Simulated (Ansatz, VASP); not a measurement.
## C: VASP beside Ansatz

INCAR

```
PREC = Accurate ; ENCUT = 520
EDIFF = 1E-7 ; ISMEAR = 0
SIGMA = 0.15 ; LREAL = False
LASPH = True ; NELM = 100
ALGO = Normal ; ISIF = 2
LWAVE = False ; LCHARG = False
GGA = PE ; IVDW = 12
NBANDS = 16
```

Contents of KPOINTS:

```
regular mesh
0
Gamma
  18 12 10
```

POSCAR

```
C
1.0
   -2.4646600698      0.0000000000      0.0000000000
    0.0000000000      0.0000000000     -3.5719696368
    0.0000000000     -4.2689164642      0.0000000000
C
4
Direct
    0.5000000000      0.0000000000      0.1779107377
    0.0000000000      0.0000000000      0.6610446312
    0.0000000000      0.0000000000      0.3220892623
    0.5000000000      0.0000000000      0.8389553688
```

Input for Ansatz:

```yaml
crystal:
  lattice:
    - [-2.4646600698, 0.0, 0.0]
    - [0.0, 0.0, -3.5719696368]
    - [0.0, -4.2689164642, 0.0]
  atoms:
    - { symbol: C, position: [0.5, 0.0, 0.1779107377] }
    - { symbol: C, position: [0.0, 0.0, 0.6610446312] }
    - { symbol: C, position: [0.0, 0.0, 0.3220892623] }
    - { symbol: C, position: [0.5, 0.0, 0.8389553688] }
basis:
  ecutwfc: 520.0
kpoints:
  mp_grid: { grid: [18, 12, 10] }
hamiltonian:
  xc: pbe
  pseudopotentials: { kind: paw, azcp: { folder: soft_1 } }
  dispersion: d3bj
scf:
  occupations: { method: gaussian, width: 0.15 }
output:
  forces: true
  stress: true
  eigenvalues: true
```

Change from the starting cell: mode 8 frozen in at -0.036 Å and mode 12 at -0.012 Å (largest displacements).

Alike in both runs: task single point; functional PBE; dispersion D3(BJ); k mesh 18 × 12 × 10; occupations gaussian, width 0.15 eV; no spin polarisation.

```csv
,VASP,Ansatz
version,VASP 6.6.1,Ansatz 0.2.0
potentials or method,"VASP PAW PBE potentials, release 64 (C), cutoff 520 eV","scalar-relativistic, plane waves, PAW"
valence electrons in the cell,16,16
```

```tsv
	VASP	Ansatz	Ansatz less VASP
gap on the k mesh at the Fermi level (eV)	none	none	-
pressure (GPa)	1.5	1.1	-0.40
traceless stress, the component that is largest in VASP (GPa)	4.71	4.45	-0.261
rms of the force components (eV/Å)	1.814	1.819	+0.0048
```

Atom by atom the forces differ by 0.005 eV/Å (rms over components). A gap of «none» marks a metal or a gap that the smearing closes.
